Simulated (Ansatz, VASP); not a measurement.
## Two plane-wave programs on GaSb3

The input POSCAR:

```
GaSb3
1.0
    0.0000000000      3.7305950000      3.7305950000
    3.7305950000      0.0000000000      3.7305950000
    3.7305950000      3.7305950000      0.0000000000
Sb Ga
3 1
Direct
    0.5000000000      0.5000000000      0.5000000000
    0.7500000000      0.7500000000      0.7500000000
    0.2500000000      0.2500000000      0.2500000000
    0.0000000000      0.0000000000      0.0000000000
```

File INCAR.step1:

```
SYSTEM = GaSb3
ALGO = Normal
EDIFF = 1E-4
ENCUT = 600
GGA = PE
ISMEAR = -1
LASPH = .TRUE.
LCHARG = .FALSE.
LREAL = .FALSE.
LWAVE = .TRUE.
NELM = 60
PREC = Accurate
SIGMA = 0.05
```

File INCAR.step2:

```
SYSTEM = GaSb3
ALGO = Normal
EDIFF = 1E-6
EDIFFG = -0.01
ENCUT = 600
IBRION = 2
ISIF = 3
ISMEAR = -1
ISTART = 1
LASPH = .TRUE.
LCHARG = .FALSE.
LMIXTAU = .TRUE.
LREAL = .FALSE.
LWAVE = .FALSE.
METAGGA = R2SCAN
NELM = 60
NSW = 60
PREC = Accurate
SIGMA = 0.05
```

File KPOINTS:

```
k-points
0
G
  6 6 6
  0 0 0
```

The input input.yaml:

```yaml
crystal:
  lattice:
    - [0.0, 3.730595, 3.730595]
    - [3.730595, 0.0, 3.730595]
    - [3.730595, 3.730595, 0.0]
  atoms:
    - { symbol: Sb, position: [0.5, 0.5, 0.5] }
    - { symbol: Sb, position: [0.75, 0.75, 0.75] }
    - { symbol: Sb, position: [0.25, 0.25, 0.25] }
    - { symbol: Ga, position: [0.0, 0.0, 0.0] }
hamiltonian:
  xc: r2scan
  pseudopotentials: { kind: paw }
kpoints:
  mp_grid: { grid: [6, 6, 6] }
scf:
  occupations: { method: fermi_dirac, width: 0.05 }
output:
  forces: true
  stress: true
  eigenvalues: true
  write_density: true
  write_potential: true
  elf: true
  volumetric_format: npy
relax:
  f_tol: 0.01
  max_steps: 40
  cell: { stress_tol: 0.05 }
```

Alike in both runs: task relaxation of cell and atoms; functional r2SCAN; k mesh 6 × 6 × 6; occupations fermi-dirac, width 0.05 eV; no spin polarisation.

|  | VASP | Ansatz |
| --- | --- | --- |
| version | VASP 6.6.1 | Ansatz 0.2.0 |
| potentials or method | VASP PAW PBE potentials, release 64 (Sb, Ga_d) | Ansatz PAW |
| plane-wave cutoff (eV) | 600 | 500 |
| valence electrons in the cell | 28 | 58 |

```csv
,VASP,Ansatz,Ansatz less VASP
"gap on the k mesh at the Fermi level, each at its own relaxed structure (eV)",none,none,-
relaxed volume (Å³/atom),25.17,25.21,+0.036
relaxed cell length with the largest relative difference (Å),5.222,5.224,+0.0025
```

VASP's potentials were made for PBE, not for r2SCAN. A gap of «none» marks a metal or a gap that the smearing closes. VASP's potentials hold 28 valence electrons a cell and Ansatz's 58, so a difference there can come from the potentials and not from the codes.

Neither program's run includes spin-orbit coupling. Noted on VASP's run: too few bands were computed for a metal, which touches its energy and stress. Noted on Ansatz's run: the plane-wave basis is chosen anew once the cell has moved, so the energies of steps on either side of that aren't comparable.
